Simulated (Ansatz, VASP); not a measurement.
**Two plane-wave programs on TiAl3**

INCAR

```
SYSTEM = TiAl3
  ALGO = Normal
  EDIFF = 1E-6
  ENCUT = 520
  GGA = PE
  ISIF = 2
  ISMEAR = 0
  LASPH = .True.
  LCHARG = .False.
  LREAL = .False.
  LWAVE = .False.
  NBANDS = 18
  NELM = 100
  PREC = Accurate
  SIGMA = 0.1
```

KPOINTS

```
k-points
0
Gamma
  12 12 14
  0 0 0
```

The input POSCAR:

```
TiAl3
1.0
   -1.9177170970      1.9048164221      4.2014290102
    1.8321037211     -1.8527634895      4.1399678165
    1.9125188866      1.8475652791     -4.1781899519
Ti Al
1 3
Direct
   -0.0207671395     -0.0163953273     -0.0351183937
    0.5129273541      0.5178041093      0.0303436736
    0.7824068306      0.2506634445      0.5318742003
    0.2254329549      0.7479277734      0.4729005199
```

Input for Ansatz:

```yaml
crystal:
  lattice:
    - [-1.917717097, 1.9048164221, 4.2014290102]
    - [1.8321037211, -1.8527634895, 4.1399678165]
    - [1.9125188866, 1.8475652791, -4.1781899519]
  atoms:
    - { symbol: Ti, position: [-0.0207671395, -0.0163953273, -0.0351183937] }
    - { symbol: Al, position: [0.5129273541, 0.5178041093, 0.0303436736] }
    - { symbol: Al, position: [0.7824068306, 0.2506634445, 0.5318742003] }
    - { symbol: Al, position: [0.2254329549, 0.7479277734, 0.4729005199] }
basis:
  ecutwfc: 420
kpoints:
  mp_grid: { grid: [12, 12, 14] }
hamiltonian:
  xc: pbe
scf:
  occupations: { method: gaussian, width: 0.1 }
output:
  forces: true
  stress: true
  eigenvalues: true
```

Change from the starting cell: all atoms moved at random, cell strained at random.

Alike in both runs: task single point; functional PBE; k mesh 12 × 12 × 14; occupations gaussian, width 0.1 eV; no spin polarisation.

|  | VASP | Ansatz |
| --- | --- | --- |
| version | VASP 6.6.1 | Ansatz 0.2.0 |
| potentials or method | VASP PAW PBE potentials, release 64 (Ti_sv, Al), cutoff 520 eV | scalar-relativistic, plane waves, PAW |
| valence electrons in the cell | 21 | 21 |

Ansatz gave:

```
gap on the k mesh at the Fermi level (eV)                     : none
pressure (GPa)                                                : 12.6
traceless stress, the component that is largest in VASP (GPa) : 2.43
rms of the force components (eV/Å)                            : 0.937
```

Question: Which values does VASP return?

Answer: gap on the k mesh at the Fermi level (eV): none; pressure (GPa): 12.5; traceless stress, the component that is largest in VASP (GPa): 2.42; rms of the force components (eV/Å): 0.937.

Atom by atom the forces differ by 0.001 eV/Å (rms over components). A gap of «none» marks a metal or a gap that the smearing closes. The functional is the same, so the differences come from potentials, cutoffs and numerics.
